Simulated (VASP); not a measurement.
SnO2: relaxation of cell and atoms with PBEsol

Crystal: SnO2.

```xyz
3
Lattice="1.6171 0.9336 4.8006 -1.6171 0.9336 4.8006 0.0000 -1.8673 4.8006" Properties=species:S:1:pos:R:3 pbc="T T T"
Sn    0.0000    0.0000    7.2009
O     0.0000    0.0000   10.9861
O     0.0000    0.0000    3.4157
```

* Program: VASP 6.6.1
* Task: relaxation of cell and atoms
* Functional: PBEsol
* Potentials or basis: VASP PAW PBE potentials, release 64 (Sn_d, O)
* Cutoff: 600 eV
* k mesh: 8 × 8 × 8
* Occupations: fermi-dirac, width 0.05 eV
* Spin: no spin polarisation
* Dipole correction: no
* Further INCAR settings: ALGO = Normal; EDIFF = 1e-06; IBRION = 2; EDIFFG = -0.01; NSW = 80; ISIF = 3

```yaml
Relaxed_volume: 12.95 Å³/atom
Relaxed_cell: a = 4.709 Å, b = 4.709 Å, c = 4.709 Å, α = 39.98°, β = 39.98°, γ = 39.98°
Space_group_after_relaxing_to_0.1_Å: R-3m (No. 166)
Energy_gained_by_relaxing: 12.3 meV/atom
Ionic_steps: 16
Pressure_after_relaxing: 0.1 GPa
Band_gap_on_the_k_mesh: 1.66 eV
```

The path:
```tsv
step	energy change (eV)	largest force (eV/Å)	pressure (GPa)	volume (Å³)
1	0.0000	0.3481	-4.72	43.49
2	0.0186	0.5982	7.09	40.85
3	-0.0204	0.0237	-0.15	42.35
4	-0.0204	0.0313	-0.04	42.32
5	-0.0211	0.0486	-0.10	42.24
6	-0.0228	0.0995	-0.13	41.99
7	-0.0236	0.2004	-0.23	41.49
8	-0.0240	0.1984	-0.24	41.44
9	-0.0249	0.1939	-0.32	41.29
10	-0.0267	0.1840	-0.38	41.01
11	-0.0298	0.1655	-0.58	40.43
12	-0.0332	0.1267	-0.70	39.27
13	-0.0359	0.1122	0.37	38.91
14	-0.0361	0.1063	0.76	38.78
15	-0.0367	0.0495	-0.29	38.87
16	-0.0369	0.0010	0.07	38.84
```

Final structure:
```
Sn O
1.0
     1.60980    0.92942    4.32645
    -1.60980    0.92942    4.32645
     0.00000   -1.85883    4.32645
Sn O
1 2
Direct
  0.50000 0.50000 0.50000
  0.75729 0.75729 0.75729
  0.24271 0.24271 0.24271
```

Levels at points of the mesh, in eV from the valence-band top:
```tsv
k point	band 11	band 12	band 13	band 14	band 15	band 16
(0.00, 0.00, 0.00)	-1.17	-1.17	0.00	1.66	5.43	10.74
(0.50, 0.00, 0.00)	-1.86	-1.00	-0.88	5.43	7.82	9.89
(0.50, 0.50, 0.00)	-1.12	-0.53	-0.02	4.91	6.71	10.89
(0.50, 0.50, 0.50)	-1.66	-1.04	-1.04	3.54	5.73	11.15
```

It took 22 min on 1 thread of Intel(R) Xeon(R) 6975P-C (Granite Rapids), with other jobs on the host, peak memory 0.31 GiB.

Caveat: the PAW data sets were made with another functional, which shifts forces and pressure a little; spin-orbit coupling is left out, which moves the levels of the heavy elements. A k mesh can miss the band edges.
